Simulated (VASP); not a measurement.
# Sn8Ru4C (a cell with a defect) in VASP: single point with PBEsol

Aim: the single point of Sn8Ru4C (a cell with a defect) with PBEsol.

Program: VASP 6.6.1. These are calculated values, not measurements. Logs are shortened: lines on timing, memory, paths and dates and some standing lists are left out, and cuts for length are marked.

**1. The cell of the first run**

The cell holds a defect, 13 atoms: a = 6.389 Å, b = 6.389 Å, c = 5.693 Å, α = 90.00°, β = 90.00°, γ = 90.00°.

**2. Single point, PBEsol**

Contents of INCAR:

```
PREC     = Accurate       # precision mode
ENCUT    = 520            # plane-wave cutoff, eV
EDIFF    = 1E-6           # SCF threshold, eV
ISMEAR   = 0              # smearing method
SIGMA    = 0.05           # smearing width, eV
LREAL    = False          # projectors in reciprocal space
LASPH    = True           # aspherical terms in the spheres
NELM     = 60             # most SCF steps
ALGO     = Normal         # electronic algorithm
ISIF     = 2              # what is computed and relaxed
LWAVE    = False          # write WAVECAR
LCHARG   = False          # write CHGCAR
GGA      = PS             # functional
NBANDS   = 98             # bands
```

Contents of KPOINTS:

```
Automatic mesh
0
Gamma
  3 3 4
```

Contents of POSCAR:

```
Sn8Ru4C
1.0
    6.3890000000      0.0000000000      0.0000000000
    0.0000000000      6.3890000000      0.0000000000
    0.0000000000      0.0000000000      5.6930000000
Sn Ru C
8 4 1
Direct
    0.1490128346      0.6856929097      0.0009977165
    0.3511454062      0.1483066208     -0.0398394520
    0.3244606355      0.8498250117      0.4971073248
    0.1209287838      0.3683934888      0.5872696294
    0.6480136172      0.1759654093      0.4979300896
    0.8162914384      0.6861328846      0.4952998419
    0.8145388950      0.3462402567      0.0047189531
    0.6622275787      0.8355426514      0.0085440014
    0.0261111285      0.0531599624      0.2508939048
   -0.0287032399      0.0061737361      0.7517893905
    0.4871432149      0.5223955236      0.7471886527
    0.4648015339      0.4914806699      0.2459966626
    0.1867713257      0.3507578651      0.2198663271
```

Potentials or basis: VASP PAW PBE potentials, release 64 (Sn_d, Ru_pv, C).

Started as:

```sh
$ cat potpaw_PBE.64/Sn_d/POTCAR potpaw_PBE.64/Ru_pv/POTCAR potpaw_PBE.64/C/POTCAR > POTCAR
$ mpirun -np 1 vasp_std > vasp.out
```

OUTCAR:

```text
PREC = Accurate
   ENCUT = 520
   EDIFF = 1E-6
   ISMEAR = 0
   LREAL = False
   LASPH = True
   NELM = 60
   ISIF = 2
   GGA = PS

 ion  position               nearest neighbor table
   1  0.149  0.686  0.001-  13 2.49  10 2.74  12 2.75  11 2.80   9 2.86   7 3.04   4 3.11   3 3.21
                             2 3.23   3 3.25   8 3.25   8 3.42   6 3.53   6 3.58   2 3.68
   2  0.351  0.148  0.960-  13 2.23   9 2.72  11 2.82  12 2.83   8 2.83  10 2.85   4 2.94   7 3.23
                             1 3.23   5 3.25   3 3.26   5 3.61   3 3.61   7 3.66   1 3.68
   3  0.324  0.850  0.497-   9 2.70  11 2.74  12 2.84  10 2.86   5 2.94   1 3.21   1 3.25   2 3.26
                             6 3.31   4 3.38   6 3.41   8 3.52   4 3.60   2 3.61   8 3.63
   4  0.121  0.368  0.587-  13 2.14  10 2.67  11 2.70   9 2.84   6 2.86   2 2.94  12 3.04   7 3.08
                             1 3.11   5 3.30   3 3.38   3 3.60   5 3.62
   5  0.648  0.176  0.498-  12 2.74  10 2.74  11 2.82   9 2.90   3 2.94   7 3.19   2 3.25   7 3.26
                             4 3.30   6 3.31   6 3.43   8 3.54   2 3.61   4 3.62   8 3.63
   6  0.816  0.686  0.495-  10 2.70  11 2.75   4 2.86  12 2.93   9 3.04   8 3.09   8 3.23   5 3.31
                             3 3.31   3 3.41   5 3.43   1 3.53   7 3.54   1 3.58   7 3.62
   7  0.815  0.346  0.005-  13 2.68   9 2.70  12 2.78  11 2.79  10 2.79   1 3.04   4 3.08   5 3.19
                             2 3.23   5 3.26   8 3.27   8 3.40   6 3.54   6 3.62   2 3.66
   8  0.662  0.836  0.009-  10 2.69  11 2.73   2 2.83  12 2.87   9 3.04   6 3.09   6 3.23   1 3.25
                             7 3.27   7 3.40   1 3.42   3 3.52   5 3.54   3 3.63   5 3.63
   9  0.026  0.053  0.251-  13 2.17   3 2.70   7 2.70   2 2.72   4 2.84   1 2.86  10 2.88  10 2.89
                             5 2.90   6 3.04   8 3.04
  10  0.971  0.006  0.752-   4 2.67   8 2.69   6 2.70   1 2.74   5 2.74   7 2.79   2 2.85   3 2.86
                             9 2.88   9 2.89
  11  0.487  0.522  0.747-   4 2.70   8 2.73   3 2.74   6 2.75   7 2.79   1 2.80   2 2.82   5 2.82
                            12 2.85  12 2.86
  12  0.465  0.491  0.246-  13 2.00   5 2.74   1 2.75   7 2.78   2 2.83   3 2.84  11 2.85  11 2.86
                             8 2.87   6 2.93   4 3.04
  13  0.187  0.351  0.220-  12 2.00   4 2.14   9 2.17   2 2.23   1 2.49   7 2.68

  LATTYP: Found a simple tetragonal cell.
 ALAT       =     6.3890000000
 C/A-ratio  =     0.8910627641

  Lattice vectors:

 A1 = (   6.3890000000,   0.0000000000,   0.0000000000)
 A2 = (   0.0000000000,   6.3890000000,   0.0000000000)
 A3 = (   0.0000000000,   0.0000000000,   5.6930000000)

Analysis of symmetry for initial positions (statically):
=====================================================================
 Subroutine PRICEL returns:
 Original cell was already a primitive cell.

 Routine SETGRP: Setting up the symmetry group for a
 simple tetragonal supercell.

 Subroutine GETGRP returns: Found  1 space group operations
 (whereof  1 operations were pure point group operations)
 out of a pool of 16 trial point group operations.

The static configuration has the point symmetry C_1 .

Analysis of symmetry for dynamics (positions and initial velocities):
=====================================================================
 Subroutine PRICEL returns:
 Original cell was already a primitive cell.

 Routine SETGRP: Setting up the symmetry group for a
 simple tetragonal supercell.

 Subroutine GETGRP returns: Found  1 space group operations
 (whereof  1 operations were pure point group operations)
 out of a pool of 16 trial point group operations.

The dynamic configuration has the point symmetry C_1 .

 Subroutine INISYM returns: Found  1 space group operations
 (whereof  1 operations are pure point group operations),
 and found     1 'primitive' translations

----------------------------------------------------------------------------------------

                                     Primitive cell

  volume of cell :     232.3844

  direct lattice vectors                    reciprocal lattice vectors
     6.389000000  0.000000000  0.000000000     0.156519017  0.000000000  0.000000000
     0.000000000  6.389000000  0.000000000     0.000000000  0.156519017  0.000000000
     0.000000000  0.000000000  5.693000000     0.000000000  0.000000000  0.175654312

  length of vectors
     6.389000000  6.389000000  5.693000000     0.156519017  0.156519017  0.175654312

  position of ions in fractional coordinates (direct lattice)
[... 44 lines left out ...]

  Length of vectors
     0.052173006  0.052173006  0.043913578

  Shift w.r.t. Gamma in fractional coordinates (k-lattice)
     0.000000000  0.000000000  0.000000000

 Subroutine IBZKPT returns following result:
 ===========================================

 Found     19 irreducible k-points:

 Following reciprocal coordinates:
            Coordinates               Weight
  0.000000  0.000000  0.000000      1.000000
  0.333333  0.000000  0.000000      2.000000
  0.000000  0.333333  0.000000      2.000000
  0.333333  0.333333  0.000000      2.000000
 -0.333333  0.333333  0.000000      2.000000
  0.000000  0.000000  0.250000      2.000000
[... 11 lines left out ...]
  0.333333  0.333333  0.500000      2.000000
 -0.333333  0.333333  0.500000      2.000000
   k-points           NKPTS =     19   k-points in BZ     NKDIM =     19   number of bands    NBANDS=     98
   number of dos      NEDOS =    301   number of ions     NIONS =     13
   total plane-waves  NPLWV =  96768
   dimension x,y,z NGX =    48 NGY =   48 NGZ =   42
   dimension x,y,z NGXF=    96 NGYF=   96 NGZF=   84
   ions per type =               8   4   1
   NGX,Y,Z   is equivalent  to a cutoff of  12.49, 12.49, 12.26 a.u.
   NGXF,Y,Z  is equivalent  to a cutoff of  24.98, 24.98, 24.53 a.u.
 SYSTEM =  unknown system
   PREC   = accura    normal or accurate (medium, high low for compatibility)
   ISTART =      0    job   : 0-new  1-cont  2-samecut
   ICHARG =      2    charge: 1-file 2-atom 10-const
   ISPIN  =      1    spin polarized calculation?
   LNONCOLLINEAR =      F non collinear calculations
   LSORBIT =      F    spin-orbit coupling
   LASPH  =      T    aspherical Exc in radial PAW
   ENCUT  =  520.0 eV  38.22 Ry    6.18 a.u.  11.88 11.88 10.59*2*pi/ulx,y,z
   NELM   =     60;   NELMIN=  2; NELMDL= -5     # of ELM steps
   EDIFF  = 0.1E-05   stopping-criterion for ELM
   LREAL  =      F    real-space projection
   EDIFFG = 0.1E-04   stopping-criterion for IOM
   NSW    =      0    number of steps for IOM
   IBRION =     -1    ionic relax: 0-MD 1-quasi-New 2-CG
   NFREE  =      0    steps in history (QN), initial steepest desc. (CG)
   ISIF   =      2    stress and relaxation
   ISYM   =      2    0-nonsym 1-usesym 2-fastsym
   POTIM  = 0.5000    time-step for ionic-motion
   TEBEG  =    0.0;   TEEND  =   0.0 temperature during run
   PSTRESS=    0.0 pullay stress
   NELECT =     172.0000    total number of electrons
   NUPDOWN=      -1.0000    fix difference up-down
   EMIN   =  10.00;   EMAX   =-10.00  energy-range for DOS
   EFERMI =   0.00;   METHOD = LEGACY
   ISMEAR =     0;   SIGMA  =   0.05  broadening in eV -4-tet -1-fermi 0-gaus
   EFERMI_NEDOS =   21; number of points for ismear=-14 and -15
   IALGO  =     38    algorithm
   IMIX   =      4    mixing-type and parameters
     AMIX     =   0.40;   BMIX     =  1.00
     AMIX_MAG =   1.60;   BMIX_MAG =  1.00
  volume/ion in A,a.u.               =      17.88       120.63
  Fermi-wavevector in a.u.,A,eV,Ry     =   1.480865  2.798428 29.837028  2.192960
  Thomas-Fermi vector in A             =   2.594846
   LORBIT       =      0    0 simple, 1 ext, 2 COOP (PROOUT), +10 PAW based schemes
   GGA     = PS    functional components
   LHFCALC =     F    Hartree Fock is set to
   AEXX    =    0.0000 exact exchange contribution
   IVDW    =     0    specifies the selected vdW correction
   LEPSILON=     F    determine dielectric tensor
   LRPA    =     F    only Hartree local field effects (RPA)
 non-spin polarized calculation
 Gauss-broadening in eV      SIGMA  =   0.05
  energy-cutoff  :      520.00
  volume of cell :      232.38
 maximum number of plane-waves:      6281
   NGX = 23   NGY = 23   NGZ = 21

 number of electron     171.9999999 magnetization

 Free energy of the ion-electron system (eV)
  ---------------------------------------------------
  ext. energy  EPLUGINS =         0.00000000
  ---------------------------------------------------
  free energy    TOTEN  =       -82.98316678 eV

  energy without entropy =      -82.97286300  energy(sigma->0) =      -82.97801489

 E-fermi :  11.1423     XC(G=0): -12.2915

 val. band max:       11.1399435218   @ k =   0.3333  -0.3333   0.2500
 cond. band min:      11.1548322924   @ k =  -0.3333  -0.3333   0.2500
 fundamental gap:      0.0148887706
 Fermi energy:        11.1423191934

 k-point     1 :       0.0000    0.0000    0.0000
  band No.  band energies     occupation
      1     -31.6539      2.00000
      2     -31.4213      2.00000
      3     -31.3600      2.00000
      4     -31.2930      2.00000
      5     -31.2506      2.00000
      6     -31.1190      2.00000
[... 1908 lines left out ...]
     97      14.2498      0.00000
     98      14.6453      0.00000

------------------------ aborting loop because EDIFF is reached ----------------------------------------

  FORCE on cell =-STRESS in cart. coord.  units (eV):
  Direction    XX          YY          ZZ          XY          YZ          ZX
  --------------------------------------------------------------------------------------
  -------------------------------------------------------------------------------------
  Total        4.2455032      2.7098110     10.9847414     -3.5457427      0.4736553     -0.6255264
  in kB       29.2706786     18.6828283     75.7344472    -24.4461710      3.2656231     -4.3127004
  external PRESSURE =      41.2293180 kB  Pullay stress =       0.0000000 kB

 VOLUME and BASIS-vectors are now :
 -----------------------------------------------------------------------------
  energy-cutoff  :      520.00
  volume of cell :      232.38
      direct lattice vectors                 reciprocal lattice vectors
     6.389000000  0.000000000  0.000000000     0.156519017  0.000000000  0.000000000
     0.000000000  6.389000000  0.000000000     0.000000000  0.156519017  0.000000000
     0.000000000  0.000000000  5.693000000     0.000000000  0.000000000  0.175654312

 POSITION                                       TOTAL-FORCE (eV/Angst)
 -----------------------------------------------------------------------------------
      0.95204      4.38089      0.00568         0.001658     -0.002497      0.108732
      2.24347      0.94753      5.46619         0.179494     -0.106291     -0.219840
      2.07298      5.42953      2.83003        -0.000168      0.030608      0.021030
      0.77261      2.35367      3.34333        -0.022251      0.172734      0.157221
      4.14016      1.12424      2.83472         0.028365      0.023767     -0.019737
      5.21529      4.38370      2.81974        -0.026134      0.027626     -0.069696
      5.20409      2.21213      0.02686        -0.040728      0.115320     -0.015192
      4.23097      5.33828      0.04864         0.058571     -0.027237      0.036991
      0.16682      0.33964      1.42834         0.196703      0.401253     -0.025737
      6.20562      0.03944      4.27994         0.052950     -0.016019     -0.018927
      3.11236      3.33759      4.25374         0.096688      0.061801     -0.001608
      2.96962      3.14007      1.40046        -0.347810     -0.142377     -0.006919
      1.19328      2.24099      1.25170        -0.177338     -0.538690      0.053681
 -----------------------------------------------------------------------------------
    total drift:                               -0.000950     -0.000524     -0.000022

  FREE ENERGIE OF THE ION-ELECTRON SYSTEM (eV)
  ---------------------------------------------------
  free  energy   TOTEN  =       -82.9831667772 eV

  energy  without entropy=      -82.9728629992  energy(sigma->0) =      -82.97801489
```

Run time: 15 min. Hardware: 1 thread of Intel Xeon 8259CL, shared host; peak memory 0.49 GiB.

What came out:

| Property | Result |
| --- | --- |
| Free energy | -82.9832 eV |
| Pressure | 4.1 GPa |
| Largest force | 0.570 eV/Å |
| Band gap on the k mesh | zero (bands 86 and 87 overlap by 0.67 eV) |

Forces on the atoms (eV/Å):
```
Sn   0.002 -0.002  0.109
Sn   0.179 -0.106 -0.220
Sn   0.000  0.031  0.021
Sn  -0.022  0.173  0.157
Sn   0.028  0.024 -0.020
Sn  -0.026  0.028 -0.070
Sn  -0.041  0.115 -0.015
Sn   0.059 -0.027  0.037
Ru   0.197  0.401 -0.026
Ru   0.053 -0.016 -0.019
Ru   0.097  0.062 -0.002
Ru  -0.348 -0.142 -0.007
C   -0.177 -0.539  0.054
```

Stress tensor (GPa, compression positive):
```
 2.93 -2.44 -0.43
-2.44  1.87  0.33
-0.43  0.33  7.57
```

Levels at points of the mesh, in eV from the Fermi level:
| k point | band 83 | band 84 | band 85 | band 86 | band 87 | band 88 | band 89 | band 90 |
| --- | --- | --- | --- | --- | --- | --- | --- | --- |
| (0.00, 0.00, 0.00) | -0.79 | -0.65 | -0.40 | -0.17 | -0.01 | 0.46 | 1.01 | 1.21 |
| (0.00, 0.00, 0.50) | -1.02 | -0.86 | -0.58 | -0.35 | -0.27 | -0.10 | 0.17 | 0.74 |

Caveat: the PAW data sets were made with another functional, which shifts forces and pressure a little; spin-orbit coupling is left out, which moves the levels of the heavy elements.
